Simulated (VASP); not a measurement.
# Rb2As (I4/mmm) in VASP: relaxation of cell and atoms with PBE+D3(BJ)

Aim: the relaxation of cell and atoms of Rb2As with PBE+D3(BJ).

All numbers are computed with VASP 6.6.1; they aren't measurements. Logs are shortened: lines on timing, memory, paths and dates and some standing lists are left out, and cuts for length are marked.

## (1) The cell of the first run

Symmetry: I4/mmm, No. 139, tetragonal system. Conventional cell: a = 4.444 Å, b = 4.444 Å, c = 11.135 Å, α = 90.00°, β = 90.00°, γ = 90.00°. Rb (site symmetry 4mm) has 9 Rb at 3.40 to 4.44 Å and 5 As at 3.57 to 3.87 Å within 4.5 Å. Within 4.7 Å of As (site symmetry 4/mmm) lie 10 Rb at 3.57 to 3.87 Å and 4 As at 4.44 Å.

## (2) Relaxation of cell and atoms, PBE+D3(BJ)

The input, INCAR:

```
  PREC = Accurate
  ENCUT = 600
  EDIFF = 1E-6
  ISMEAR = 0
  SIGMA = 0.1
  LREAL = False
  LASPH = True
  NELM = 80
  ALGO = Fast
  ISIF = 3
  LWAVE = False
  LCHARG = False
  GGA = PE
  IVDW = 12
  IBRION = 2
  NSW = 100
  EDIFFG = -0.01
```

The input, KPOINTS:

```
Automatic mesh
0
Gamma
  14 14 14
```

The input, POSCAR:

```
Rb2As
1.0
   -2.2217526456      2.2217526456      5.5673288443
    2.2217526456     -2.2217526456      5.5673288443
    2.2217526456      2.2217526456     -5.5673288443
Rb As
2 1
Direct
    0.3472134024      0.3472134024      0.0000000000
    0.6527865976      0.6527865976      0.0000000000
    0.0000000000      0.0000000000      0.0000000000
```

Potentials or basis: VASP PAW PBE potentials, release 64 (Rb_sv, As).

Started as:

```sh
cat potpaw_PBE.64/Rb_sv/POTCAR potpaw_PBE.64/As/POTCAR > POTCAR
mpirun -np 1 vasp_std > vasp.out
```

OUTCAR:

```text
PREC = Accurate
   ENCUT = 600
   EDIFF = 1E-6
   ISMEAR = 0
   LREAL = False
   LASPH = True
   NELM = 80
   ISIF = 3
   GGA = PE
   IVDW = 12
   IBRION = 2
   NSW = 100
   EDIFFG = -0.01
 IVDW          = 12

 ion  position               nearest neighbor table
   1  0.347  0.347  0.000-   2 3.40   3 3.57   3 3.57   3 3.57   3 3.57   2 3.82   2 3.82   2 3.82
                             2 3.82   3 3.87   2 5.60   2 5.60   2 5.60   2 5.60
   2  0.653  0.653  0.000-   1 3.40   3 3.57   3 3.57   3 3.57   3 3.57   1 3.82   1 3.82   1 3.82
                             1 3.82   3 3.87   1 5.60   1 5.60   1 5.60   1 5.60
   3  0.000  0.000  0.000-   1 3.57   2 3.57   2 3.57   2 3.57   2 3.57   1 3.57   1 3.57   1 3.57
                             1 3.87   2 3.87

  LATTYP: Found a body centered tetragonal cell.
 ALAT       =     4.4435052912
 C/A-ratio  =     2.5058274850

  Lattice vectors:

 A1 = (  -2.2217526456,   2.2217526456,   5.5673288443)
 A2 = (   2.2217526456,  -2.2217526456,   5.5673288443)
 A3 = (   2.2217526456,   2.2217526456,  -5.5673288443)

Analysis of symmetry for initial positions (statically):
=====================================================================
 Subroutine PRICEL returns:
 Original cell was already a primitive cell.

 Routine SETGRP: Setting up the symmetry group for a
 body centered tetragonal supercell.

 Subroutine GETGRP returns: Found 16 space group operations
 (whereof 16 operations were pure point group operations)
 out of a pool of 16 trial point group operations.

The static configuration has the point symmetry D_4h.

Analysis of symmetry for dynamics (positions and initial velocities):
=====================================================================
 Subroutine PRICEL returns:
 Original cell was already a primitive cell.

 Routine SETGRP: Setting up the symmetry group for a
 body centered tetragonal supercell.

 Subroutine GETGRP returns: Found 16 space group operations
 (whereof 16 operations were pure point group operations)
 out of a pool of 16 trial point group operations.

The dynamic configuration has the point symmetry D_4h.

 Subroutine INISYM returns: Found 16 space group operations
 (whereof 16 operations are pure point group operations),
 and found     1 'primitive' translations

----------------------------------------------------------------------------------------

                                     Primitive cell

  volume of cell :     109.9255

  direct lattice vectors                    reciprocal lattice vectors
    -2.221752646  2.221752646  5.567328844     0.000000000  0.225047555  0.089809676
     2.221752646 -2.221752646  5.567328844     0.225047555  0.000000000  0.089809676
     2.221752646  2.221752646 -5.567328844     0.225047555  0.225047555  0.000000000

  length of vectors
     6.392770925  6.392770925  6.392770925     0.242305963  0.242305963  0.318265304

  position of ions in fractional coordinates (direct lattice)
     0.347213402  0.347213402  0.000000000
     0.652786598  0.652786598  0.000000000
     0.000000000  0.000000000  0.000000000

  ion indices of the primitive-cell ions
   primitive index   ion index
                 1           1
                 2           2
                 3           3

----------------------------------------------------------------------------------------

 KPOINTS: Automatic mesh

Automatic generation of k-mesh.
 Grid dimensions read from file:
 generate k-points for:   14   14   14

 Generating k-lattice:

  Cartesian coordinates                     Fractional coordinates (reciprocal lattice)
     0.000000000  0.016074825  0.006414977     0.071428571  0.000000000 -0.000000000
     0.016074825  0.000000000  0.006414977     0.000000000  0.071428571 -0.000000000
     0.016074825  0.016074825  0.000000000     0.000000000  0.000000000  0.071428571

  Length of vectors
     0.017307569  0.017307569  0.022733236

  Shift w.r.t. Gamma in fractional coordinates (k-lattice)
     0.000000000  0.000000000  0.000000000

 Subroutine IBZKPT returns following result:
 ===========================================

 Found    244 irreducible k-points:

 Following reciprocal coordinates:
            Coordinates               Weight
  0.000000  0.000000  0.000000      1.000000
  0.071429  0.000000  0.000000      8.000000
  0.142857 -0.000000  0.000000      8.000000
  0.214286  0.000000  0.000000      8.000000
  0.285714 -0.000000  0.000000      8.000000
  0.357143 -0.000000  0.000000      8.000000
[... 16 lines left out ...]
  0.214286  0.142857  0.000000     16.000000
  0.285714  0.142857  0.000000     16.000000
 [... further k-points ...]
   k-points           NKPTS =    244   k-points in BZ     NKDIM =    244   number of bands    NBANDS=     15
   number of dos      NEDOS =    301   number of ions     NIONS =      3
   total plane-waves  NPLWV = 157464
   dimension x,y,z NGX =    54 NGY =   54 NGZ =   54
   dimension x,y,z NGXF=   108 NGYF=  108 NGZF=  108
   ions per type =               2   1
   NGX,Y,Z   is equivalent  to a cutoff of  14.04, 14.04, 14.04 a.u.
   NGXF,Y,Z  is equivalent  to a cutoff of  28.09, 28.09, 28.09 a.u.
 SYSTEM =  unknown system
   PREC   = accura    normal or accurate (medium, high low for compatibility)
   ISTART =      0    job   : 0-new  1-cont  2-samecut
   ICHARG =      2    charge: 1-file 2-atom 10-const
   ISPIN  =      1    spin polarized calculation?
   LNONCOLLINEAR =      F non collinear calculations
   LSORBIT =      F    spin-orbit coupling
   LASPH  =      T    aspherical Exc in radial PAW
   ENCUT  =  600.0 eV  44.10 Ry    6.64 a.u.  12.77 12.77 12.77*2*pi/ulx,y,z
   NELM   =     80;   NELMIN=  2; NELMDL= -5     # of ELM steps
   EDIFF  = 0.1E-05   stopping-criterion for ELM
   LREAL  =      F    real-space projection
   EDIFFG = -.1E-01   stopping-criterion for IOM
   NSW    =    100    number of steps for IOM
   IBRION =      2    ionic relax: 0-MD 1-quasi-New 2-CG
   NFREE  =      1    steps in history (QN), initial steepest desc. (CG)
   ISIF   =      3    stress and relaxation
   ISYM   =      2    0-nonsym 1-usesym 2-fastsym
   POTIM  = 0.5000    time-step for ionic-motion
   TEBEG  =    0.0;   TEEND  =   0.0 temperature during run
   PSTRESS=    0.0 pullay stress
   NELECT =      23.0000    total number of electrons
   NUPDOWN=      -1.0000    fix difference up-down
   EMIN   =  10.00;   EMAX   =-10.00  energy-range for DOS
   EFERMI =   0.00;   METHOD = LEGACY
   ISMEAR =     0;   SIGMA  =   0.10  broadening in eV -4-tet -1-fermi 0-gaus
   EFERMI_NEDOS =   21; number of points for ismear=-14 and -15
   IALGO  =     68    algorithm
   IMIX   =      4    mixing-type and parameters
     AMIX     =   0.40;   BMIX     =  1.00
     AMIX_MAG =   1.60;   BMIX_MAG =  1.00
  volume/ion in A,a.u.               =      36.64       247.27
  Fermi-wavevector in a.u.,A,eV,Ry     =   0.971892  1.836610 12.851711  0.944574
  Thomas-Fermi vector in A             =   2.102146
   LORBIT       =      0    0 simple, 1 ext, 2 COOP (PROOUT), +10 PAW based schemes
   GGA     = PE    functional components
   LHFCALC =     F    Hartree Fock is set to
   AEXX    =    0.0000 exact exchange contribution
   IVDW    =    12    specifies the selected vdW correction
   LEPSILON=     F    determine dielectric tensor
   LRPA    =     F    only Hartree local field effects (RPA)
 conjugate gradient relaxation of ions
 non-spin polarized calculation
 RMM-DIIS sequential band-by-band and
 Gauss-broadening in eV      SIGMA  =   0.10
  energy-cutoff  :      600.00
  volume of cell :      109.93
 maximum number of plane-waves:      3728
 NGX is ok and might be reduce to    54
   NGX = 25   NGY = 25   NGZ = 25

--------------------------------------- Ionic step        1  -------------------------------------------

 number of electron      23.0000000 magnetization

 Free energy of the ion-electron system (eV)
  ---------------------------------------------------
  ext. energy  EPLUGINS =         0.00000000
  ---------------------------------------------------
  free energy    TOTEN  =        -6.86237215 eV

  energy without entropy =       -6.85023157  energy(sigma->0) =       -6.85630186

------------------------ aborting loop because EDIFF is reached ----------------------------------------

 Edisp (eV)   -0.74057

 E8    (eV) :    -0.3870

  FORCE on cell =-STRESS in cart. coord.  units (eV):
  Direction    XX          YY          ZZ          XY          YZ          ZX
  --------------------------------------------------------------------------------------
  -------------------------------------------------------------------------------------
  Total       0.02215     0.02215     0.07605     0.00000    -0.00000     0.00000
  in kB       0.32288     0.32288     1.10846     0.00000    -0.00000     0.00000
  external pressure =        0.58 kB  Pullay stress =        0.00 kB
[... 63 lines left out ...]
  energy  without entropy=       -7.5908755842  energy(sigma->0) =       -7.59694826

--------------------------------------- Ionic step        3  -------------------------------------------

 number of electron      23.0000000 magnetization

 Free energy of the ion-electron system (eV)
  ---------------------------------------------------
  ext. energy  EPLUGINS =         0.00000000
  ---------------------------------------------------
  free energy    TOTEN  =        -6.86515567 eV

  energy without entropy =       -6.85300642  energy(sigma->0) =       -6.85908104

 E-fermi :   1.3729     XC(G=0):  -7.9592

 val. band max:        1.3707277509   @ k =  -0.3571  -0.3571   0.2143
 cond. band min:       1.3832191077   @ k =  -0.4286  -0.4286   0.2857
 fundamental gap:      0.0124913568
 Fermi energy:         1.3728702339

 k-point     1 :       0.0000    0.0000    0.0000
  band No.  band energies     occupation
      1     -26.2056      2.00000
      2     -26.0408      2.00000
      3     -10.8034      2.00000
      4     -10.2865      2.00000
      5     -10.2865      2.00000
      6     -10.0685      2.00000
      7     -10.0685      2.00000
      8      -9.8525      2.00000
      9      -7.6611      2.00000
     10       0.4603      2.00000
     11       1.7083      0.00000
     12       1.7083      0.00000
     13       2.4174      0.00000
     14       4.4113      0.00000
     15       5.1324      0.00000
[... 397 lines left out ...]
 k-point    24 :       0.2857    0.1429    0.0000
  band No.  band energies     occupation
      1     -26.1658      2.00000
      2     -26.0687      2.00000
      3     -10.7251      2.00000
      4     -10.4934      2.00000
      5     -10.3445      2.00000
      6     -10.1623      2.00000
      7     -10.0671      2.00000
      8      -9.8787      2.00000
      9      -7.3782      2.00000
     10       0.3270      2.00000
     11       0.8197      2.00000
     12       1.3246      1.50473
     13       3.9011      0.00000
     14       4.6388      0.00000
     15       5.7148      0.00000

 [... further k-points ...]

------------------------ aborting loop because EDIFF is reached ----------------------------------------

 Edisp (eV)   -0.73789

 E8    (eV) :    -0.3856

  FORCE on cell =-STRESS in cart. coord.  units (eV):
  Direction    XX          YY          ZZ          XY          YZ          ZX
  --------------------------------------------------------------------------------------
  -------------------------------------------------------------------------------------
  Total      -0.01259    -0.01259     0.00977     0.00000    -0.00000     0.00000
  in kB      -0.18288    -0.18288     0.14195     0.00000    -0.00000     0.00000
  external pressure =       -0.07 kB  Pullay stress =        0.00 kB
[... 18 lines left out ...]
  FREE ENERGIE OF THE ION-ELECTRON SYSTEM (eV)
  ---------------------------------------------------
  free  energy   TOTEN  =        -7.6030474120 eV

  energy  without entropy=       -7.5908981661  energy(sigma->0) =       -7.59697279

 reached required accuracy - stopping structural energy minimisation
```

Run time: 71 min. Hardware: 1 thread of Intel Xeon 8259CL, shared host; peak memory 0.81 GiB.

What came out:

* Free energy: -7.6030 eV
* Relaxed volume: 36.78 Å³/atom
* Relaxed cell: a = 6.405 Å, b = 6.405 Å, c = 6.405 Å, α = 139.38°, β = 139.38°, γ = 58.80°
* Space group after relaxing (to 0.1 Å): I4/mmm (No. 139)
* Energy gained by relaxing: 0.0 meV/atom
* Ionic steps: 3
* Pressure after relaxing: 0.0 GPa
* Largest force after relaxing: 0.005 eV/Å
* Band gap on the k mesh: zero (an odd number of electrons rules out a gap without spin polarisation)
* Dispersion energy per atom: -0.246 eV

Forces on the atoms (eV/Å):
```
Rb   0.000  0.000  0.005
Rb   0.000  0.000 -0.005
As   0.000  0.000  0.000
```

Step by step:
| step | energy change (eV) | largest force (eV/Å) | pressure (GPa) | volume (Å³) |
| --- | --- | --- | --- | --- |
| 1 | 0.0000 | 0.0018 | 0.06 | 109.93 |
| 2 | -0.0001 | 0.0009 | 0.02 | 110.14 |
| 3 | -0.0001 | 0.0050 | -0.01 | 110.33 |

Final structure:
```
Rb As
1.0
    -2.22325    2.22325    5.58019
     2.22325   -2.22325    5.58019
     2.22325    2.22325   -5.58019
Rb As
2 1
Direct
  0.34720 0.34720 0.00000
  0.65280 0.65280 0.00000
  0.00000 0.00000 0.00000
```
